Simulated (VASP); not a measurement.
Input of a VASP 6.6.1 run:

File INCAR:

```
PREC = Accurate
ENCUT = 520
EDIFF = 1E-8
ISMEAR = -1
SIGMA = 0.03
LREAL = F
LASPH = T
NELM = 120
ALGO = Normal
ISIF = 2
LWAVE = F
LCHARG = F
GGA = PE
LEFG = T
NBANDS = 35
GGA_COMPAT = F
```

Contents of KPOINTS:

```
regular mesh
0
Gamma
  4 4 6
```

POSCAR

```
SnO2
1.0
    4.7373500000      0.0000000000      0.0000000000
    0.0000000000      4.7373500000      0.0000000000
    0.0000000000      0.0000000000      3.1545360000
Sn O
2 4
Direct
    0.0000000000      0.0000000000      0.0000000000
    0.5000000000      0.5000000000      0.5000000000
    0.3056200000      0.3056200000      0.0000000000
    0.1943800000      0.8056200000      0.5000000000
    0.6943800000      0.6943800000      0.0000000000
    0.8056200000      0.1943800000      0.5000000000
```

Potentials or basis: VASP PAW PBE potentials, release 64 (Sn_d, O).

Launch:

```bash
$ cat potpaw_PBE.64/Sn_d/POTCAR potpaw_PBE.64/O/POTCAR > POTCAR
$ mpirun -np 1 vasp_std > vasp.out
```

(1) Predict the band gap on the k mesh.

(2) Estimate the largest force.

(3) What does it give for the pressure?

## Answers

(1) 1.39 eV.

(2) 0.143 eV/Å.

(3) 14.4 GPa.

Caveat: the cell differs from its parent crystal (zz strain of -1 %); the cell stands under pressure; without QUAD_EFG the Cq values of the log hold for a quadrupole moment of 1 mb, not for the nuclei; spin-orbit coupling is left out, which moves the levels of the heavy elements.
